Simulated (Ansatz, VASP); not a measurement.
## Ca: VASP beside Ansatz

INCAR

```
PREC = Accurate ; ENCUT = 520
EDIFF = 1E-7 ; ISMEAR = 0
SIGMA = 0.15 ; LREAL = F
LASPH = T ; NELM = 80
ALGO = Fast ; ISIF = 2
LWAVE = F ; LCHARG = T
GGA = PS ; LELF = T
LVHAR = T ; NBANDS = 17
```

File KPOINTS:

```
Automatic mesh
0
Gamma
  12 12 8
```

File POSCAR:

```
Ca
1.0
    3.9202995278      0.0000000000      0.0000000000
   -1.9601497639      3.3950789815      0.0000000000
    0.0000000000      0.0000000000      6.3244000000
Ca
2
Direct
    0.3333333333      0.6666666667      0.2500000000
    0.6666666667      0.3333333333      0.7500000000
```

Input for Ansatz:

```yaml
crystal:
  lattice:
    - [3.9202995278, 0.0, 0.0]
    - [-1.9601497639, 3.3950789815, 0.0]
    - [0.0, 0.0, 6.3244]
  atoms:
    - { symbol: Ca, position: [0.3333333333, 0.6666666667, 0.25] }
    - { symbol: Ca, position: [0.6666666667, 0.3333333333, 0.75] }
basis:
  ecutwfc: 420
kpoints:
  mp_grid: { grid: [12, 12, 8] }
hamiltonian:
  xc: pbesol
scf:
  occupations: { method: gaussian, width: 0.15 }
output:
  forces: true
  stress: true
  eigenvalues: true
```

Change from the starting cell: strain -0.015 along x and y, -0.030 along z, atoms carried along.

Alike in both runs: task single point; functional PBEsol; k mesh 12 × 12 × 8; occupations gaussian, width 0.15 eV; no spin polarisation.

|  | VASP | Ansatz |
| --- | --- | --- |
| version | VASP 6.6.1 | Ansatz 0.2.0 |
| potentials or method | VASP PAW PBE potentials, release 64 (Ca_sv), cutoff 520 eV | scalar-relativistic, plane waves, PAW |
| valence electrons in the cell | 20 | 20 |

```csv
,VASP,Ansatz,Ansatz less VASP
gap on the k mesh at the Fermi level (eV),none,none,-
pressure (GPa),-0.5,-0.5,0.00
"traceless stress, the component that is largest in VASP (GPa)",0.39,0.39,-0.002
```

VASP's potentials were made for PBE, not for PBEsol. A gap of «none» marks a metal or a gap that the smearing closes.
